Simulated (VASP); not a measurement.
# SnSe (F-43m) in VASP: notebook

SnSe is run at these levels: PBE; tasks: single point.

Program: VASP 6.6.1. These are calculated values, not measurements. Logs are shortened: lines on timing, memory, paths and dates and some standing lists are left out, and cuts for length are marked.

### Step 1. The cell of the first run

Symmetry: F-43m, No. 216, cubic system. The conventional cell has a = 6.643 Å, b = 6.643 Å, c = 6.643 Å, α = 90.00°, β = 90.00°, γ = 90.00°. Sn (site symmetry -43m) has 4 Se at 2.88 Å within 3.8 Å. Se (site symmetry -43m) has 4 Sn at 2.88 Å within 3.8 Å.

### Step 2. Single point, PBE (volume scaled by 0.94)

INCAR reads:

```
PREC = Accurate ; ENCUT = 520
EDIFF = 1E-6 ; ISMEAR = 0
SIGMA = 0.01 ; LREAL = False
LASPH = True ; NELM = 60
ALGO = Normal ; ISIF = 2
LWAVE = False ; LCHARG = False
GGA = PE ; NBANDS = 17
```

KPOINTS reads:

```
Automatic mesh
0
Gamma
  10 10 10
```

POSCAR reads:

```
SnSe
1.0
    0.0000000000      3.3216184387      3.3216184387
    3.3216184387      0.0000000000      3.3216184387
    3.3216184387      3.3216184387      0.0000000000
Sn Se
1 1
Direct
    0.0000000000      0.0000000000      0.0000000000
    0.2500000000      0.2500000000      0.2500000000
```

Potentials or basis: VASP PAW PBE potentials, release 64 (Sn_d, Se).

The run is started by

```console
> cat potpaw_PBE.64/Sn_d/POTCAR potpaw_PBE.64/Se/POTCAR > POTCAR
> mpirun -np 1 vasp_std > vasp.out
```

OUTCAR:

```text
PREC = Accurate
   ENCUT = 520
   EDIFF = 1E-6
   ISMEAR = 0
   LREAL = False
   LASPH = True
   NELM = 60
   ISIF = 2
   GGA = PE

 ion  position               nearest neighbor table
   1  0.000  0.000  0.000-   2 2.88   2 2.88   2 2.88   2 2.88
   2  0.250  0.250  0.250-   1 2.88   1 2.88   1 2.88   1 2.88

  LATTYP: Found a face centered cubic cell.
 ALAT       =     6.6432368774

  Lattice vectors:

 A1 = (   0.0000000000,   3.3216184387,   3.3216184387)
 A2 = (   3.3216184387,   0.0000000000,   3.3216184387)
 A3 = (   3.3216184387,   3.3216184387,   0.0000000000)

Analysis of symmetry for initial positions (statically):
=====================================================================
 Subroutine PRICEL returns:
 Original cell was already a primitive cell.

 Routine SETGRP: Setting up the symmetry group for a
 face centered cubic supercell.

 Subroutine GETGRP returns: Found 24 space group operations
 (whereof 24 operations were pure point group operations)
 out of a pool of 48 trial point group operations.

The static configuration has the point symmetry T_d .

Analysis of symmetry for dynamics (positions and initial velocities):
=====================================================================
 Subroutine PRICEL returns:
 Original cell was already a primitive cell.

 Routine SETGRP: Setting up the symmetry group for a
 face centered cubic supercell.

 Subroutine GETGRP returns: Found 24 space group operations
 (whereof 24 operations were pure point group operations)
 out of a pool of 48 trial point group operations.

The dynamic configuration has the point symmetry T_d .

 Subroutine INISYM returns: Found 24 space group operations
 (whereof 24 operations are pure point group operations),
 and found     1 'primitive' translations

----------------------------------------------------------------------------------------

                                     Primitive cell

  volume of cell :      73.2958

  direct lattice vectors                    reciprocal lattice vectors
     0.000000000  3.321618439  3.321618439    -0.150529030  0.150529030  0.150529030
     3.321618439  0.000000000  3.321618439     0.150529030 -0.150529030  0.150529030
     3.321618439  3.321618439  0.000000000     0.150529030  0.150529030 -0.150529030

  length of vectors
     4.697477845  4.697477845  4.697477845     0.260723927  0.260723927  0.260723927

  position of ions in fractional coordinates (direct lattice)
     0.000000000  0.000000000  0.000000000
     0.250000000  0.250000000  0.250000000

  ion indices of the primitive-cell ions
   primitive index   ion index
                 1           1
                 2           2

----------------------------------------------------------------------------------------

 KPOINTS: Automatic mesh

Automatic generation of k-mesh.
 Grid dimensions read from file:
 generate k-points for:   10   10   10

 Generating k-lattice:

  Cartesian coordinates                     Fractional coordinates (reciprocal lattice)
    -0.015052903  0.015052903  0.015052903     0.100000000  0.000000000  0.000000000
     0.015052903 -0.015052903  0.015052903     0.000000000  0.100000000  0.000000000
     0.015052903  0.015052903 -0.015052903     0.000000000  0.000000000  0.100000000

  Length of vectors
     0.026072393  0.026072393  0.026072393

  Shift w.r.t. Gamma in fractional coordinates (k-lattice)
     0.000000000  0.000000000  0.000000000

 Subroutine IBZKPT returns following result:
 ===========================================

 Found     47 irreducible k-points:

 Following reciprocal coordinates:
            Coordinates               Weight
  0.000000  0.000000  0.000000      1.000000
  0.100000  0.000000  0.000000      8.000000
  0.200000  0.000000  0.000000      8.000000
  0.300000  0.000000  0.000000      8.000000
  0.400000  0.000000  0.000000      8.000000
  0.500000  0.000000  0.000000      4.000000
[... 16 lines left out ...]
  0.300000  0.300000  0.000000      6.000000
  0.400000  0.300000  0.000000     24.000000
 [... further k-points ...]
   k-points           NKPTS =     47   k-points in BZ     NKDIM =     47   number of bands    NBANDS=     17
   number of dos      NEDOS =    301   number of ions     NIONS =      2
   total plane-waves  NPLWV =  46656
   dimension x,y,z NGX =    36 NGY =   36 NGZ =   36
   dimension x,y,z NGXF=    72 NGYF=   72 NGZF=   72
   ions per type =               1   1
   NGX,Y,Z   is equivalent  to a cutoff of  12.74, 12.74, 12.74 a.u.
   NGXF,Y,Z  is equivalent  to a cutoff of  25.48, 25.48, 25.48 a.u.
 SYSTEM =  unknown system
   PREC   = accura    normal or accurate (medium, high low for compatibility)
   ISTART =      0    job   : 0-new  1-cont  2-samecut
   ICHARG =      2    charge: 1-file 2-atom 10-const
   ISPIN  =      1    spin polarized calculation?
   LNONCOLLINEAR =      F non collinear calculations
   LSORBIT =      F    spin-orbit coupling
   LASPH  =      T    aspherical Exc in radial PAW
   ENCUT  =  520.0 eV  38.22 Ry    6.18 a.u.   8.73  8.73  8.73*2*pi/ulx,y,z
   NELM   =     60;   NELMIN=  2; NELMDL= -5     # of ELM steps
   EDIFF  = 0.1E-05   stopping-criterion for ELM
   LREAL  =      F    real-space projection
   EDIFFG = 0.1E-04   stopping-criterion for IOM
   NSW    =      0    number of steps for IOM
   IBRION =     -1    ionic relax: 0-MD 1-quasi-New 2-CG
   NFREE  =      0    steps in history (QN), initial steepest desc. (CG)
   ISIF   =      2    stress and relaxation
   ISYM   =      2    0-nonsym 1-usesym 2-fastsym
   POTIM  = 0.5000    time-step for ionic-motion
   TEBEG  =    0.0;   TEEND  =   0.0 temperature during run
   PSTRESS=    0.0 pullay stress
   NELECT =      20.0000    total number of electrons
   NUPDOWN=      -1.0000    fix difference up-down
   EMIN   =  10.00;   EMAX   =-10.00  energy-range for DOS
   EFERMI =   0.00;   METHOD = LEGACY
   ISMEAR =     0;   SIGMA  =   0.01  broadening in eV -4-tet -1-fermi 0-gaus
   EFERMI_NEDOS =   21; number of points for ismear=-14 and -15
   IALGO  =     38    algorithm
   IMIX   =      4    mixing-type and parameters
     AMIX     =   0.40;   BMIX     =  1.00
     AMIX_MAG =   1.60;   BMIX_MAG =  1.00
  volume/ion in A,a.u.               =      36.65       247.31
  Fermi-wavevector in a.u.,A,eV,Ry     =   1.061838  2.006584 15.340579  1.127501
  Thomas-Fermi vector in A             =   2.197268
   LORBIT       =      0    0 simple, 1 ext, 2 COOP (PROOUT), +10 PAW based schemes
   GGA     = PE    functional components
   LHFCALC =     F    Hartree Fock is set to
   AEXX    =    0.0000 exact exchange contribution
   IVDW    =     0    specifies the selected vdW correction
   LEPSILON=     F    determine dielectric tensor
   LRPA    =     F    only Hartree local field effects (RPA)
 non-spin polarized calculation
 Gauss-broadening in eV      SIGMA  =   0.01
  energy-cutoff  :      520.00
  volume of cell :       73.30
 maximum number of plane-waves:      1992
   NGX = 17   NGY = 17   NGZ = 17

 number of electron      20.0000000 magnetization

 Free energy of the ion-electron system (eV)
  ---------------------------------------------------
  ext. energy  EPLUGINS =         0.00000000
  ---------------------------------------------------
  free energy    TOTEN  =        -7.72543325 eV

  energy without entropy =       -7.72533475  energy(sigma->0) =       -7.72538400

 E-fermi :   3.3481     XC(G=0):  -7.9985

 val. band max:        3.3456233293   @ k =   0.4000   0.4000   0.0000
 cond. band min:       3.3493437013   @ k =  -0.3000   0.5000   0.2000
 fundamental gap:      0.0037203720
 Fermi energy:         3.3481163882

 k-point     1 :       0.0000    0.0000    0.0000
  band No.  band energies     occupation
      1     -18.4502      2.00000
      2     -18.4502      2.00000
      3     -18.4502      2.00000
      4     -18.4343      2.00000
      5     -18.4343      2.00000
      6     -10.1621      2.00000
[... 9 lines left out ...]
     16      10.7739      0.00000
     17      11.9568      0.00000

 k-point     2 :       0.1000    0.0000    0.0000
  band No.  band energies     occupation
      1     -18.4507      2.00000
      2     -18.4499      2.00000
      3     -18.4499      2.00000
      4     -18.4342      2.00000
      5     -18.4342      2.00000
      6     -10.1199      2.00000
[... 9 lines left out ...]
     16      10.3849      0.00000
     17      11.6219      0.00000

 k-point     3 :       0.2000    0.0000    0.0000
  band No.  band energies     occupation
      1     -18.4518      2.00000
      2     -18.4489      2.00000
      3     -18.4489      2.00000
      4     -18.4341      2.00000
      5     -18.4341      2.00000
      6     -10.0042      2.00000
[... 9 lines left out ...]
     16      10.0417      0.00000
     17      11.3583      0.00000

 k-point     4 :       0.3000    0.0000    0.0000
  band No.  band energies     occupation
      1     -18.4532      2.00000
      2     -18.4479      2.00000
      3     -18.4479      2.00000
      4     -18.4338      2.00000
      5     -18.4338      2.00000
      6      -9.8485      2.00000
[... 9 lines left out ...]
     16      10.1383      0.00000
     17      11.8329      0.00000
[... 343 lines left out ...]
      1     -18.4538      2.00000
      2     -18.4475      2.00000
      3     -18.4471      2.00000
      4     -18.4343      2.00000
      5     -18.4335      2.00000
      6      -9.7939      2.00000
[... 9 lines left out ...]
     16      10.6475      0.00000
     17      12.8314      0.00000

 k-point    23 :       0.3000    0.3000    0.0000
  band No.  band energies     occupation
      1     -18.4572      2.00000
      2     -18.4452      2.00000
      3     -18.4452      2.00000
      4     -18.4357      2.00000
      5     -18.4325      2.00000
      6      -9.7391      2.00000
[... 9 lines left out ...]
     16      11.7614      0.00000
     17      14.1322      0.00000

 k-point    24 :       0.4000    0.3000    0.0000
  band No.  band energies     occupation
      1     -18.4582      2.00000
      2     -18.4444      2.00000
      3     -18.4442      2.00000
      4     -18.4359      2.00000
      5     -18.4323      2.00000
      6      -9.6267      2.00000
[... 9 lines left out ...]
     16      12.0614      0.00000
     17      13.6483      0.00000

 [... further k-points ...]
[... 5 lines left out ...]
  --------------------------------------------------------------------------------------
  -------------------------------------------------------------------------------------
  Total        0.9395109      0.9395109      0.9395109     -0.0000000      0.0000000      0.0000000
  in kB       20.5368187     20.5368187     20.5368187     -0.0000000      0.0000000      0.0000000
  external PRESSURE =      20.5368187 kB  Pullay stress =       0.0000000 kB

 VOLUME and BASIS-vectors are now :
 -----------------------------------------------------------------------------
  energy-cutoff  :      520.00
  volume of cell :       73.30
      direct lattice vectors                 reciprocal lattice vectors
     0.000000000  3.321618439  3.321618439    -0.150529030  0.150529030  0.150529030
     3.321618439  0.000000000  3.321618439     0.150529030 -0.150529030  0.150529030
     3.321618439  3.321618439  0.000000000     0.150529030  0.150529030 -0.150529030

 POSITION                                       TOTAL-FORCE (eV/Angst)
 -----------------------------------------------------------------------------------
      0.00000      0.00000      0.00000        -0.000000     -0.000000     -0.000000
      1.66081      1.66081      1.66081         0.000000      0.000000      0.000000
 -----------------------------------------------------------------------------------
    total drift:                               -0.000000     -0.000000     -0.000000

  FREE ENERGIE OF THE ION-ELECTRON SYSTEM (eV)
  ---------------------------------------------------
  free  energy   TOTEN  =        -7.7254332486 eV

  energy  without entropy=       -7.7253347466  energy(sigma->0) =       -7.72538400
```

Wall time 42 s (1 thread of Intel Xeon 6975P-C, shared host); peak memory 0.23 GiB.

Results:

```
Free energy            : -7.7254 eV
Pressure               : 2.1 GPa
Band gap on the k mesh : zero (band 10 reaches 3.35 eV, above the bottom of band 11 at 3.27 eV)
```

Caveat: spin-orbit coupling is left out, which moves the levels of the heavy elements.

### Step 3. Single point, PBE (volume scaled by 0.97)

INCAR reads:

```
  PREC = Accurate
  ENCUT = 520
  EDIFF = 1E-6
  ISMEAR = 0
  SIGMA = 0.01
  LREAL = F
  LASPH = T
  NELM = 60
  ALGO = Normal
  ISIF = 2
  LWAVE = F
  LCHARG = F
  GGA = PE
  NBANDS = 17
```

KPOINTS is that of step 2.

POSCAR reads:

```
SnSe
1.0
    0.0000000000      3.3565854129      3.3565854129
    3.3565854129      0.0000000000      3.3565854129
    3.3565854129      3.3565854129      0.0000000000
Sn Se
1 1
Direct
    0.0000000000      0.0000000000      0.0000000000
    0.2500000000      0.2500000000      0.2500000000
```

Potentials or basis: VASP PAW PBE potentials, release 64 (Sn_d, Se).

The run is started by

```console
> cat potpaw_PBE.64/Sn_d/POTCAR potpaw_PBE.64/Se/POTCAR > POTCAR
> mpirun -np 1 vasp_std > vasp.out
```

Run time: 48 s. Hardware: 1 thread of Intel Xeon 6975P-C, shared host; peak memory 0.24 GiB.

The run converged. Its results:

```yaml
Free_energy: -7.7478 eV
Pressure: 1.0 GPa
Band_gap_on_the_k_mesh: 0.02 eV, indirect (least direct gap 0.63 eV)
```

Levels at points of the mesh, in eV from the valence-band top:
| k point | band 6 | band 7 | band 8 | band 9 | band 10 | band 11 | band 12 | band 13 | band 14 | band 15 |
| --- | --- | --- | --- | --- | --- | --- | --- | --- | --- | --- |
| (0.00, 0.00, 0.00) | -13.29 | -5.29 | -2.29 | -2.29 | -2.29 | 1.49 | 1.49 | 1.49 | 4.84 | 7.46 |
| (0.50, 0.00, 0.00) | -12.82 | -7.19 | -2.82 | -2.82 | -2.17 | 2.25 | 2.25 | 3.38 | 6.37 | 7.46 |
| (0.50, 0.50, 0.00) | -12.65 | -7.47 | -3.51 | -3.51 | -0.61 | 0.02 | 4.39 | 4.39 | 5.60 | 7.37 |

Caveat: spin-orbit coupling is left out, which moves the levels of the heavy elements.

### Step 4. Single point, PBE (volume scaled by 1.03)

INCAR reads:

```
SYSTEM = SnSe
  PREC = Accurate
  ENCUT = 520
  EDIFF = 1E-6
  ISMEAR = 0
  SIGMA = 0.01
  LREAL = .False.
  LASPH = .True.
  NELM = 80
  ALGO = Normal
  ISIF = 2
  LWAVE = .False.
  LCHARG = .True.
  GGA = PE
  LELF = .True.
  LVHAR = .True.
  NBANDS = 17
```

KPOINTS reads:

```
Automatic mesh
0
Gamma
  10 10 10
  0 0 0
```

POSCAR reads:

```
SnSe
1.0
    0.0000000000      3.4244134937      3.4244134937
    3.4244134937      0.0000000000      3.4244134937
    3.4244134937      3.4244134937      0.0000000000
Sn Se
1 1
Direct
    0.0000000000      0.0000000000      0.0000000000
    0.2500000000      0.2500000000      0.2500000000
```

The run is started by

```console
> cat potpaw_PBE.64/Sn_d/POTCAR potpaw_PBE.64/Se/POTCAR > POTCAR
> mpirun -np 1 vasp_std > vasp.out
```

Run time: 45 s. Hardware: 1 thread of Intel Xeon 6975P-C, shared host; peak memory 0.24 GiB.

It converged, with:

- Free energy: -7.7486 eV
- Pressure: -0.9 GPa
- Band gap on the k mesh: 0.21 eV, indirect (least direct gap 0.73 eV)

Levels at points of the mesh, in eV from the valence-band top:
| k point | band 7 | band 8 | band 9 | band 10 | band 11 | band 12 | band 13 | band 14 |
| --- | --- | --- | --- | --- | --- | --- | --- | --- |
| (0.00, 0.00, 0.00) | -5.35 | -2.05 | -2.05 | -2.05 | 1.57 | 1.57 | 1.57 | 4.86 |
| (0.50, 0.00, 0.00) | -6.94 | -2.53 | -2.53 | -2.03 | 2.31 | 2.31 | 3.27 | 6.42 |
| (0.50, 0.50, 0.00) | -7.20 | -3.18 | -3.18 | -0.53 | 0.21 | 4.22 | 4.22 | 5.63 |

Caveat: spin-orbit coupling is left out, which moves the levels of the heavy elements. A k mesh can miss the band edges.

[end of part 1 of 2]
